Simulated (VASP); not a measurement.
Wanted: the native input for a VASP 6.6.1 run.

| Quantity | Value |
| --- | --- |
| Task | single point |
| Functional | PBE |
| Potentials or basis | VASP PAW PBE potentials, release 64 (Mg, S) |
| Cutoff | 520 eV |
| k mesh | 8 × 8 × 8 |
| Occupations | gaussian, width 0.05 eV |
| Spin | no spin polarisation |
| Dipole correction | no |
| Further INCAR settings | ALGO = Normal; EDIFF = 1e-07; NBANDS = 11 |

The structure of MgS lies in POSCAR:

```
MgS
1.0
    1.3766206490      3.4415516224      3.4415516224
    3.4415516224      1.3766206490      3.4415516224
    3.4415516224      3.4415516224      1.3766206490
Mg S
1 1
Direct
    0.0000000000      0.0000000000      0.0000000000
    0.5000000000      0.5000000000      0.5000000000
```

This cell differs from its parent crystal: ratio of the length along [111] to the lengths across it x 2.0, volume and fractional coordinates fixed.

These files were run (other wordings do the same):

INCAR

```
SYSTEM = MgS
ALGO = Normal ; EDIFF = 1E-7
ENCUT = 520 ; GGA = PE
ISIF = 2 ; ISMEAR = 0
LASPH = .TRUE. ; LCHARG = .FALSE.
LREAL = .FALSE. ; LWAVE = .FALSE.
NBANDS = 11 ; NELM = 60
PREC = Accurate ; SIGMA = 0.05
```

KPOINTS

```
k-points
0
G
  8 8 8
  0 0 0
```

Potentials or basis: VASP PAW PBE potentials, release 64 (Mg, S).

Run with:

```console
$ cat potpaw_PBE.64/Mg/POTCAR potpaw_PBE.64/S/POTCAR > POTCAR
$ mpirun -np 1 vasp_std > vasp.out
```

It gave:

| Property | Result |
| --- | --- |
| Pressure | 3.8 GPa |
| Band gap on the k mesh | zero (band 4 reaches 7.33 eV, above the bottom of band 5 at 4.81 eV) |

Wall time 74 s on 1 thread of Intel Xeon 6975P-C, on a shared host, peak memory 0.24 GiB.
